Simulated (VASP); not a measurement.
# Ru (P6_3/mmc) in VASP: a series of runs

Ru is run at these levels: PBE; tasks: electric field gradients.

Everything below comes from runs of VASP 6.6.1. Logs are shortened: lines on timing, memory, paths and dates and some standing lists are left out, and cuts for length are marked.

### 1 The cell of the first run

Symmetry: P6_3/mmc, No. 194, hexagonal system. The conventional cell has a = 2.719 Å, b = 2.719 Å, c = 4.239 Å, α = 90.00°, β = 90.00°, γ = 120.00°. Within 3.5 Å of Ru (site symmetry -6m2) lie 12 Ru at 2.64 to 2.72 Å.

### 2 Electric field gradients, PBE (z stretched by -1 % at fixed volume)

INCAR

```
SYSTEM = Ru
ALGO = Normal
EDIFF = 1E-8
ENCUT = 520
GGA = PE
ISIF = 2
ISMEAR = -1
LASPH = .TRUE.
LCHARG = .FALSE.
LEFG = .TRUE.
LREAL = .FALSE.
LWAVE = .FALSE.
NBANDS = 21
NELM = 80
PREC = Accurate
SIGMA = 0.03
```

KPOINTS

```
k-points
0
G
  14 14 8
  0 0 0
```

POSCAR

```
Ru
1.0
    2.7194306515      0.0000000000      0.0000000000
   -1.3597153257      2.3550960281      0.0000000000
    0.0000000000      0.0000000000      4.2390810000
Ru
2
Direct
    0.3333333333      0.6666666667      0.2500000000
    0.6666666667      0.3333333333      0.7500000000
```

Potentials or basis: VASP PAW PBE potentials, release 64 (Ru_pv).

Run with:

```console
$ cat potpaw_PBE.64/Ru_pv/POTCAR > POTCAR
$ mpirun -np 1 vasp_std > vasp.out
```

OUTCAR:

```text
SYSTEM = Ru
   EDIFF = 1E-8
   ENCUT = 520
   GGA = PE
   ISIF = 2
   ISMEAR = -1
   LASPH = .TRUE.
   LREAL = .FALSE.
   NELM = 80
   PREC = Accurate

 ion  position               nearest neighbor table
   1  0.333  0.667  0.250-   2 2.64   2 2.64   2 2.64   2 2.64   2 2.64   2 2.64
   2  0.667  0.333  0.750-   1 2.64   1 2.64   1 2.64   1 2.64   1 2.64   1 2.64

  LATTYP: Found a hexagonal cell.
 ALAT       =     2.7194306515
 C/A-ratio  =     1.5588119512

  Lattice vectors:

 A1 = (   2.7194306515,   0.0000000000,   0.0000000000)
 A2 = (  -1.3597153257,   2.3550960281,   0.0000000000)
 A3 = (   0.0000000000,   0.0000000000,   4.2390810000)

Analysis of symmetry for initial positions (statically):
=====================================================================
 Subroutine PRICEL returns:
 Original cell was already a primitive cell.

 Routine SETGRP: Setting up the symmetry group for a
 hexagonal supercell.

 Subroutine GETGRP returns: Found 24 space group operations
 (whereof 12 operations were pure point group operations)
 out of a pool of 24 trial point group operations.

The static configuration has the point symmetry D_3d.
 The point group associated with its full space group is D_6h.

Analysis of symmetry for dynamics (positions and initial velocities):
=====================================================================
 Subroutine PRICEL returns:
 Original cell was already a primitive cell.

 Routine SETGRP: Setting up the symmetry group for a
 hexagonal supercell.

 Subroutine GETGRP returns: Found 24 space group operations
 (whereof 12 operations were pure point group operations)
 out of a pool of 24 trial point group operations.

The dynamic configuration has the point symmetry D_3d.
 The point group associated with its full space group is D_6h.

 Subroutine INISYM returns: Found 24 space group operations
 (whereof 12 operations are pure point group operations),
 and found     1 'primitive' translations

----------------------------------------------------------------------------------------

                                     Primitive cell

  volume of cell :      27.1493

[... 121 lines left out ...]
  volume of cell :       27.15
 maximum number of plane-waves:       748
   NGX = 11   NGY = 11   NGZ = 15

 number of electron      28.0000002 magnetization

 Free energy of the ion-electron system (eV)
  ---------------------------------------------------
  ext. energy  EPLUGINS =         0.00000000
  ---------------------------------------------------
  free energy    TOTEN  =       -18.45674650 eV

  energy without entropy =      -18.45054942  energy(sigma->0) =      -18.45364796

 E-fermi :  12.8393     XC(G=0): -14.1201

 val. band max:       12.8303093502   @ k =   0.2857   0.0714   0.0000
 cond. band min:      12.8455625707   @ k =   0.4286   0.0714   0.2500
 fundamental gap:      0.0152532205
 Fermi energy:        12.8392504765

 k-point     1 :       0.0000    0.0000    0.0000
  band No.  band energies     occupation
      1     -30.8334      2.00000
      2     -29.8933      2.00000
      3     -29.8933      2.00000
      4     -29.7092      2.00000
      5     -29.7092      2.00000
      6     -29.6533      2.00000
[... 565 lines left out ...]
     20      23.2584      0.00000
     21      23.2585      0.00000

 [... further k-points ...]

------------------------ aborting loop because EDIFF is reached ----------------------------------------

  FORCE on cell =-STRESS in cart. coord.  units (eV):
  Direction    XX          YY          ZZ          XY          YZ          ZX
  --------------------------------------------------------------------------------------
  -------------------------------------------------------------------------------------
  Total        0.4850865      0.4850865      1.4373045      0.0000000     -0.0000000     -0.0000000
  in kB       28.6267116     28.6267116     84.8205433      0.0000000     -0.0000000     -0.0000000
  external PRESSURE =      47.3579888 kB  Pullay stress =       0.0000000 kB

 VOLUME and BASIS-vectors are now :
 -----------------------------------------------------------------------------
  energy-cutoff  :      520.00
  volume of cell :       27.15
      direct lattice vectors                 reciprocal lattice vectors
     2.719430652  0.000000000  0.000000000     0.367724031  0.212305568  0.000000000
    -1.359715326  2.355096028  0.000000000     0.000000000  0.424611136  0.000000000
     0.000000000  0.000000000  4.239081000     0.000000000  0.000000000  0.235900187

 POSITION                                       TOTAL-FORCE (eV/Angst)
 -----------------------------------------------------------------------------------
     -0.00000      1.57006      1.05977        -0.000000      0.000000      0.000000
      1.35972      0.78503      3.17931         0.000000     -0.000000      0.000000
 -----------------------------------------------------------------------------------
    total drift:                               -0.000000      0.000000     -0.000000

  FREE ENERGIE OF THE ION-ELECTRON SYSTEM (eV)
  ---------------------------------------------------
  free  energy   TOTEN  =       -18.4567465004 eV

  energy  without entropy=      -18.4505494228  energy(sigma->0) =      -18.45364796

 Electric field gradients (V/A^2)
---------------------------------------------------------------------
 ion       V_xx      V_yy      V_zz      V_xy      V_xz      V_yz
---------------------------------------------------------------------
   1       9.407     9.409   -18.816     0.002     0.000    -0.000
   2       9.407     9.409   -18.816     0.002    -0.000     0.000
---------------------------------------------------------------------

 Electric field gradients after diagonalization (V/A^2)
 (convention: |V_zz| > |V_xx| > |V_yy|)
----------------------------------------------------------------------
 ion       V_xx      V_yy      V_zz     asymmetry (V_yy - V_xx)/ V_zz
----------------------------------------------------------------------
   1       9.411     9.406   -18.816       0.000
   2       9.411     9.406   -18.816       0.000
----------------------------------------------------------------------

           NMR quadrupolar parameters

 Cq : quadrupolar parameter    Cq=e*Q*V_zz/h
 eta: asymmetry parameters     (V_yy - V_xx)/ V_zz
 Q  : nuclear electric quadrupole moment in mb (millibarn)
----------------------------------------------------------------------
 ion       Cq(MHz)       eta       Q (mb)
----------------------------------------------------------------------
   1      -0.045       0.000       1.000
   2      -0.045       0.000       1.000
----------------------------------------------------------------------
```

OSZICAR:

```text
N       E                     dE             d eps       ncg     rms          rms(c)
DAV:   1     0.288127176579E+03    0.28813E+03   -0.17572E+04  5056   0.148E+03
DAV:   2    -0.139928659411E+02   -0.30212E+03   -0.29260E+03  5143   0.445E+02
DAV:   3    -0.197578461967E+02   -0.57650E+01   -0.57334E+01  5915   0.690E+01
DAV:   4    -0.198008650484E+02   -0.43019E-01   -0.42943E-01  6389   0.567E+00
DAV:   5    -0.198014168073E+02   -0.55176E-03   -0.54925E-03  5708   0.566E-01    0.178E+01
DAV:   6    -0.185423289878E+02    0.12591E+01   -0.28398E+00  5750   0.165E+01    0.479E+00
DAV:   7    -0.184644057818E+02    0.77923E-01   -0.40847E-01  5835   0.482E+00    0.106E+00
DAV:   8    -0.184572337495E+02    0.71720E-02   -0.17009E-02  5550   0.105E+00    0.359E-01
DAV:   9    -0.184567400767E+02    0.49367E-03   -0.96462E-04  5715   0.331E-01    0.337E-02
DAV:  10    -0.184567497624E+02   -0.96857E-05   -0.59281E-05  5730   0.801E-02    0.199E-02
DAV:  11    -0.184567465179E+02    0.32446E-05   -0.93943E-06  5740   0.292E-02    0.150E-03
DAV:  12    -0.184567464609E+02    0.56922E-07   -0.65284E-08  5772   0.262E-03    0.724E-04
DAV:  13    -0.184567464911E+02   -0.30178E-07   -0.13444E-09  3655   0.372E-04    0.170E-04
DAV:  14    -0.184567465004E+02   -0.93219E-08   -0.19132E-10  3205   0.139E-04
   1 F= -.18456747E+02 E0= -.18453648E+02  d E =-.619708E-02
```

It took 31 s on 1 thread of Intel Xeon Platinum 8488C (Sapphire Rapids), shared host; peak memory 0.17 GiB.

What came out:

- Free energy: -18.4567 eV
- Pressure: 4.7 GPa
- Band gap on the k mesh: zero (band 14 reaches 14.39 eV, above the bottom of band 15 at 11.22 eV)

Stress tensor (GPa, compression positive):
```
2.86 0.00 0.00
0.00 2.86 0.00
0.00 0.00 8.48
```

Levels at points of the mesh, in eV from the Fermi level:
```
           k point  band 11  band 12  band 13  band 14  band 15  band 16  band 17  band 18
(0.00, 0.00, 0.00)    -2.28    -1.89    -1.89    -1.50    -1.50     1.18     1.18     1.47
(0.50, 0.00, 0.00)    -1.98    -1.84    -1.44     1.34     1.79     1.98     4.03     6.08
(0.00, 0.00, 0.50)    -2.81    -2.81    -2.63    -2.63     0.56     0.56     0.56     0.56
(0.50, 0.00, 0.50)    -1.11    -1.11     0.44     0.44     1.62     1.62     3.38     3.38
```

Electric field gradients, principal values (V/Å²):
```
atom  least  middle  greatest (by size)
1 Ru  9.406   9.411             -18.816
2 Ru  9.406   9.411             -18.816
```

Caveat: without QUAD_EFG the Cq values of the log hold for a quadrupole moment of 1 mb, not for the nuclei.

### 3 Electric field gradients, PBE (z stretched by -1 % at fixed volume)

INCAR

```
PREC = Accurate
ENCUT = 520
EDIFF = 1E-8
ISMEAR = -1
SIGMA = 0.03
LREAL = False
LASPH = True
NELM = 100
ALGO = Normal
ISIF = 2
LWAVE = False
LCHARG = False
GGA = PE
LEFG = True
NBANDS = 21
```

KPOINTS

```
Automatic mesh
0
Gamma
  14 14 8
```

POSCAR is that of step 2.

Potentials or basis: VASP PAW PBE potentials, release 64 (Ru_pv).

Run with:

```console
$ cat potpaw_PBE.64/Ru_pv/POTCAR > POTCAR
$ mpirun -np 1 vasp_std > vasp.out
```

OUTCAR:

```text
PREC = Accurate
   ENCUT = 520
   EDIFF = 1E-8
   ISMEAR = -1
   LREAL = False
   LASPH = True
   NELM = 100
   ISIF = 2
   GGA = PE

 ion  position               nearest neighbor table
   1  0.333  0.667  0.250-   2 2.64   2 2.64   2 2.64   2 2.64   2 2.64   2 2.64
   2  0.667  0.333  0.750-   1 2.64   1 2.64   1 2.64   1 2.64   1 2.64   1 2.64

  LATTYP: Found a hexagonal cell.
 ALAT       =     2.7194306515
 C/A-ratio  =     1.5588119512

  Lattice vectors:

 A1 = (   2.7194306515,   0.0000000000,   0.0000000000)
 A2 = (  -1.3597153257,   2.3550960281,   0.0000000000)
 A3 = (   0.0000000000,   0.0000000000,   4.2390810000)

Analysis of symmetry for initial positions (statically):
=====================================================================
 Subroutine PRICEL returns:
 Original cell was already a primitive cell.

 Routine SETGRP: Setting up the symmetry group for a
 hexagonal supercell.

 Subroutine GETGRP returns: Found 24 space group operations
 (whereof 12 operations were pure point group operations)
 out of a pool of 24 trial point group operations.

The static configuration has the point symmetry D_3d.
 The point group associated with its full space group is D_6h.

Analysis of symmetry for dynamics (positions and initial velocities):
=====================================================================
 Subroutine PRICEL returns:
 Original cell was already a primitive cell.

 Routine SETGRP: Setting up the symmetry group for a
 hexagonal supercell.

 Subroutine GETGRP returns: Found 24 space group operations
 (whereof 12 operations were pure point group operations)
[... 156 lines left out ...]

 k-point     1 :       0.0000    0.0000    0.0000
  band No.  band energies     occupation
      1     -30.8334      2.00000
      2     -29.8933      2.00000
      3     -29.8933      2.00000
      4     -29.7092      2.00000
      5     -29.7092      2.00000
      6     -29.6533      2.00000
[... 565 lines left out ...]
     20      23.2584      0.00000
     21      23.2585      0.00000

 [... further k-points ...]

------------------------ aborting loop because EDIFF is reached ----------------------------------------

  FORCE on cell =-STRESS in cart. coord.  units (eV):
  Direction    XX          YY          ZZ          XY          YZ          ZX
  --------------------------------------------------------------------------------------
  -------------------------------------------------------------------------------------
  Total        0.4850865      0.4850865      1.4373045      0.0000000     -0.0000000     -0.0000000
  in kB       28.6267116     28.6267116     84.8205433      0.0000000     -0.0000000     -0.0000000
  external PRESSURE =      47.3579888 kB  Pullay stress =       0.0000000 kB

 VOLUME and BASIS-vectors are now :
 -----------------------------------------------------------------------------
  energy-cutoff  :      520.00
  volume of cell :       27.15
      direct lattice vectors                 reciprocal lattice vectors
     2.719430652  0.000000000  0.000000000     0.367724031  0.212305568  0.000000000
    -1.359715326  2.355096028  0.000000000     0.000000000  0.424611136  0.000000000
     0.000000000  0.000000000  4.239081000     0.000000000  0.000000000  0.235900187

 POSITION                                       TOTAL-FORCE (eV/Angst)
 -----------------------------------------------------------------------------------
     -0.00000      1.57006      1.05977        -0.000000      0.000000      0.000000
      1.35972      0.78503      3.17931         0.000000     -0.000000      0.000000
 -----------------------------------------------------------------------------------
    total drift:                               -0.000000      0.000000     -0.000000

  FREE ENERGIE OF THE ION-ELECTRON SYSTEM (eV)
  ---------------------------------------------------
  free  energy   TOTEN  =       -18.4567465004 eV

  energy  without entropy=      -18.4505494228  energy(sigma->0) =      -18.45364796

 Electric field gradients (V/A^2)
---------------------------------------------------------------------
 ion       V_xx      V_yy      V_zz      V_xy      V_xz      V_yz
---------------------------------------------------------------------
   1       9.407     9.409   -18.816     0.002     0.000    -0.000
   2       9.407     9.409   -18.816     0.002    -0.000     0.000
---------------------------------------------------------------------

 Electric field gradients after diagonalization (V/A^2)
 (convention: |V_zz| > |V_xx| > |V_yy|)
----------------------------------------------------------------------
 ion       V_xx      V_yy      V_zz     asymmetry (V_yy - V_xx)/ V_zz
----------------------------------------------------------------------
   1       9.411     9.406   -18.816       0.000
   2       9.411     9.406   -18.816       0.000
----------------------------------------------------------------------

           NMR quadrupolar parameters

 Cq : quadrupolar parameter    Cq=e*Q*V_zz/h
 eta: asymmetry parameters     (V_yy - V_xx)/ V_zz
 Q  : nuclear electric quadrupole moment in mb (millibarn)
----------------------------------------------------------------------
 ion       Cq(MHz)       eta       Q (mb)
----------------------------------------------------------------------
   1      -0.045       0.000       1.000
   2      -0.045       0.000       1.000
----------------------------------------------------------------------
```

Run time: 29 s. Hardware: 1 thread of Intel Xeon Platinum 8488C (Sapphire Rapids), shared host; peak memory 0.17 GiB.

Results:

| Item | Value |
| --- | --- |
| Free energy | -18.4567 eV |
| Pressure | 4.7 GPa |
| Band gap on the k mesh | zero (band 14 reaches 14.39 eV, above the bottom of band 15 at 11.22 eV) |

Electric field gradients, principal values (V/Å²):
| atom | least | middle | greatest (by size) |
| --- | --- | --- | --- |
| 1 Ru | 9.406 | 9.411 | -18.816 |
| 2 Ru | 9.406 | 9.411 | -18.816 |

Caveat: without QUAD_EFG the Cq values of the log hold for a quadrupole moment of 1 mb, not for the nuclei.
